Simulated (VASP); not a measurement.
Runs of VASP 6.6.1 on O. The structure is that of space group P2/c (No. 13), or close to it. The cells are those of the table. 

```csv
cell,gap on the mesh (eV),pressure (GPa),largest force (eV/Å)
"a = 3.892, b = 3.789, c = 3.201 Å, angles 90.0, 108.1, 90.0°, 4 atoms",0.35,-3.4,0.97
"a = 3.892, b = 3.789, c = 3.089 Å, angles 90.0, 108.8, 90.0°, 4 atoms",0.50,-0.7,0.58
"a = 3.892, b = 3.789, c = 3.145 Å, angles 90.0, 108.5, 90.0°, 4 atoms",(b),(c),(a)
"a = 3.892, b = 3.789, c = 3.033 Å, angles 90.0, 109.2, 90.0°, 4 atoms",0.59,(d),0.41
"a = 3.892, b = 3.789, c = 3.173 Å, angles 90.0, 108.3, 90.0°, 4 atoms",0.38,-2.8,0.87
```

Alike in all rows: task single point; level PBEsol; potentials or basis VASP PAW PBE potentials, release 64 (O); no spin polarisation; k mesh 6 × 6 × 6; cutoff (eV) 520; smearing gaussian 0.05 eV.

Question: Estimate the missing entries.

Answer: (a) 0.78; (b) 0.42; (c) -2.2; (d) 0.9.

Caveats: the standard files for N, O and F lose accuracy on very short bonds; spin is off for a triplet molecule; the PAW data sets were made with another functional, which shifts forces and pressure a little.

A k mesh can miss the band edges.
